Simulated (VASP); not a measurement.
Here is a VASP 6.6.1 calculation.

The input INCAR:

```
SYSTEM = Cd3S5
ALGO     = Normal         ! electronic algorithm
EDIFF    = 1E-6           ! SCF threshold, eV
ENCUT    = 520            ! plane-wave cutoff, eV
GGA      = PE             ! functional
ISIF     = 2              ! what is computed and relaxed
ISMEAR   = 0              ! smearing method
LASPH    = .TRUE.         ! aspherical terms in the spheres
LCHARG   = .FALSE.        ! write CHGCAR
LREAL    = .FALSE.        ! projectors in reciprocal space
LWAVE    = .FALSE.        ! write WAVECAR
NBANDS   = 43             ! bands
NELM     = 60             ! most SCF steps
PREC     = Accurate       ! precision mode
SIGMA    = 0.01           ! smearing width, eV
```

The input KPOINTS:

```
k-points
0
G
  10 10 4
  0 0 0
```

POSCAR

```
Cd3S5
1.0
    3.5313385559     -2.0975965779     -0.0009943481
    3.5313385559      2.0975965779     -0.0009943481
   -0.2811131176      0.0000000000     12.5892717838
Cd S
3 5
Direct
    0.6629991827      0.7912256174      0.3680868325
    0.2087743826      0.3370008173      0.6319131675
    0.0299555274      0.9700444726      0.0000000000
    0.5727478529      0.6733443464      0.7307691387
    0.6816380539      0.6385453421      0.8959855547
    0.3266556536      0.4272521471      0.2692308613
    0.3614546579      0.3183619461      0.1040144453
    0.1521145697      0.8478854303      0.5000000000
```

Potentials or basis: VASP PAW PBE potentials, release 64 (Cd, S).

Launch:

```console
$ cat potpaw_PBE.64/Cd/POTCAR potpaw_PBE.64/S/POTCAR > POTCAR
$ mpirun -np 1 vasp_std > vasp.out
```

Estimate the largest force.

0.123 eV/Å.

What does it give for the band gap on the k mesh?

0.14 eV (least direct gap 0.23 eV).

Estimate the pressure.

0.1 GPa.

Forces in eV/Å, atoms in the order of the input:
```
Cd   0.004 -0.005  0.010
Cd  -0.004 -0.005 -0.010
Cd   0.000  0.002  0.000
S    0.011 -0.011  0.122
S   -0.008  0.009 -0.121
S   -0.011 -0.011 -0.122
S    0.008  0.009  0.121
S    0.000  0.013  0.000
```

Caveat: semilocal functionals underestimate gaps, and a narrow one can read as zero. A k mesh can miss the band edges.
